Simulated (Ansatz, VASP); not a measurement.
# SiC: VASP beside Ansatz

```
CELL_PARAMETERS angstrom
2.98310 0.00000 0.00000
-1.49155 2.58344 0.00000
0.00000 0.00000 4.89666
ATOMIC_POSITIONS crystal
Si 0.33333 0.66667 0.99967
Si 0.66667 0.33333 0.49967
C 0.33333 0.66667 0.37533
C 0.66667 0.33333 0.87533
```

Change from the starting cell: hydrostatic strain -3.0%.

Alike in both runs: task single point; functional r2SCAN; k mesh 12 × 12 × 6; no spin polarisation.

|  | VASP | Ansatz |
| --- | --- | --- |
| version | VASP 6.6.1 | Ansatz 0.2.0 |
| potentials or method | VASP PAW PBE potentials, release 64 (Si, C) | plane waves, PAW |
| plane-wave cutoff (eV) | 520 | 500 |
| occupations | gaussian, width 0.01 eV | fixed |
| valence electrons in the cell | 16 | 16 |

|  | VASP | Ansatz | Ansatz less VASP |
| --- | --- | --- | --- |
| gap on the k mesh at the Fermi level (eV) | 2.52 | 2.51 | -0.009 |
| pressure (GPa) | 24.5 | 24.8 | +0.28 |
| traceless stress, the component that is largest in VASP (GPa) | -0.38 | -0.40 | -0.019 |

VASP's potentials were made for PBE, not for r2SCAN.
